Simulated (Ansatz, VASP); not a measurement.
# Ge in VASP and in Ansatz

The input POSCAR:

```
Ge
1.0
    1.3971490000     -2.6005160000      0.1300258000
    1.3971490000      2.6005160000     -0.1300258000
    0.0000000000     -0.1349115500      2.6982310000
Ge
1
Direct
    0.5000000000      0.5000000000      0.0000000000
```

INCAR.step1

```
ALGO = Normal
EDIFF = 1E-5
ENCUT = 550
GGA = PE
GGA_COMPAT = F
ISMEAR = 0
LASPH = T
LCHARG = F
LREAL = F
LWAVE = T
NBANDS = 13
NELM = 120
PREC = Accurate
SIGMA = 0.15
```

INCAR.step2

```
ALGO = Normal
EDIFF = 1E-6
ENCUT = 550
GGA_COMPAT = F
ISIF = 2
ISMEAR = 0
ISTART = 1
LASPH = T
LCHARG = F
LMIXTAU = T
LREAL = F
LWAVE = F
METAGGA = R2SCAN
NBANDS = 13
NELM = 120
PREC = Accurate
SIGMA = 0.15
```

Contents of KPOINTS:

```
k-points
0
Gamma
  20 20 18
```

Input for Ansatz:

```yaml
crystal:
  lattice:
    - [1.397149, -2.600516, 0.1300258]
    - [1.397149, 2.600516, -0.1300258]
    - [0.0, -0.13491155, 2.698231]
  atoms:
    - { symbol: Ge, position: [0.5, 0.5, 0.0] }
basis:
  ecutwfc: 500
kpoints:
  mp_grid: { grid: [20, 20, 18] }
hamiltonian:
  xc: r2scan
scf:
  occupations: { method: gaussian, width: 0.15 }
output:
  forces: true
  stress: true
  eigenvalues: true
```

Change from the starting cell: strain -0.1000 x Voigt [0, 0, 0, 1, 0, 0], atoms carried along.

Alike in both runs: task single point; functional r2SCAN; k mesh 20 × 20 × 18; occupations gaussian, width 0.15 eV; no spin polarisation.

|  | VASP | Ansatz |
| --- | --- | --- |
| version | VASP 6.6.1 | Ansatz 0.2.0 |
| potentials or method | VASP PAW PBE potentials, release 64 (Ge_d), cutoff 550 eV | scalar-relativistic, plane waves, PAW |
| valence electrons in the cell | 14 | 14 |

```csv
,VASP,Ansatz,Ansatz less VASP
gap on the k mesh at the Fermi level (eV),none,none,-
pressure (GPa),-2.9,-2.8,+0.18
"traceless stress, the component that is largest in VASP (GPa)",4.19,4.20,+0.005
```

VASP's potentials were made for PBE, not for r2SCAN. A gap of «none» marks a metal or a gap that the smearing closes.
